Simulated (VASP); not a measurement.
## Cu: single point with LDA

The system is Cu.

```
Cu
1.0
     2.51709    0.00000    0.00000
    -1.25854    2.17986    0.00000
     0.00000    0.00000    4.08497
Cu
2
Direct
  0.66667 0.33333 0.75000
  0.33333 0.66667 0.25000
```

This cell differs from its parent crystal: volume scaled by 0.98.

| Property | Result |
| --- | --- |
| Program | VASP 6.6.1 |
| Task | single point |
| Functional | LDA |
| Potentials or basis | VASP PAW LDA potentials, release 64 (Cu) |
| Cutoff | 520 eV |
| k mesh | 12 × 12 × 7 |
| Occupations | fermi-dirac, width 0.05 eV |
| Spin | no spin polarisation |

The pressure is -3.6 GPa and the band gap on the k mesh is zero (band 11 reaches 12.10 eV, above the bottom of band 12 at 6.03 eV).

Stress tensor (GPa, compression positive):
```
-3.71  0.00  0.00
 0.00 -3.71  0.00
 0.00  0.00 -3.43
```

Levels at points of the mesh, in eV from the Fermi level:
```
           k point  band 8  band 9  band 10  band 11  band 12  band 13  band 14  band 15
(0.00, 0.00, 0.00)   -2.60   -2.60    -1.77    -1.77    -1.03     4.13    21.85    22.32
(0.50, 0.00, 0.00)   -1.68   -1.61    -1.57     0.03     1.67     8.06     8.48    11.15
```

Wall time 30 s on 1 thread of Intel(R) Xeon(R) Platinum 8175M CPU @ 2.50GHz (Skylake/Cascade Lake) (shared host), peak memory 0.14 GiB.
